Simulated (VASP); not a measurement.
Here is a VASP 6.6.1 calculation.

The input INCAR:

```
  PREC = Accurate
  ENCUT = 600
  EDIFF = 1E-6
  ISMEAR = 0
  SIGMA = 0.1
  LREAL = F
  LASPH = T
  NELM = 150
  ALGO = Normal
  ISIF = 3
  LWAVE = F
  LCHARG = F
  ISPIN = 2
  MAGMOM = 4.41 0.25
  LORBIT = 11
  LMAXMIX = 4
  GGA = PS
  IBRION = 2
  NSW = 100
  EDIFFG = -0.005
```

The input KPOINTS:

```
regular mesh
0
Gamma
  16 16 16
```

Contents of POSCAR:

```
MnO
1.0
    0.0000000000     -2.2220000000     -2.2220000000
    2.2220000000      0.0000000000     -2.2220000000
    2.2220000000     -2.2220000000      0.0000000000
Mn O
1 1
Direct
    0.0000000000      0.0000000000      0.0000000000
    0.5000000000      0.5000000000      0.5000000000
```

Potentials or basis: VASP PAW PBE potentials, release 64 (Mn_pv, O).

Launch:

```sh
$ cat potpaw_PBE.64/Mn_pv/POTCAR potpaw_PBE.64/O/POTCAR > POTCAR
$ mpirun -np 1 vasp_std > vasp.out
```

(1) What does it give for the space group after relaxing (to 0.1 Å)?

(2) Predict the relaxed cell.

(3) Predict the relaxed volume.

(4) Estimate the net moment.

## Answers

(1) Fm-3m (No. 225).

(2) a = 3.070 Å, b = 3.070 Å, c = 3.070 Å, α = 60.00°, β = 60.00°, γ = 60.00°.

(3) 10.23 Å³/atom.

(4) 4.53 μB per cell.

Caveat: the PAW data sets were made with another functional, which shifts forces and pressure a little; a cell with one magnetic atom can't hold antiferromagnetic order, which such compounds often take.
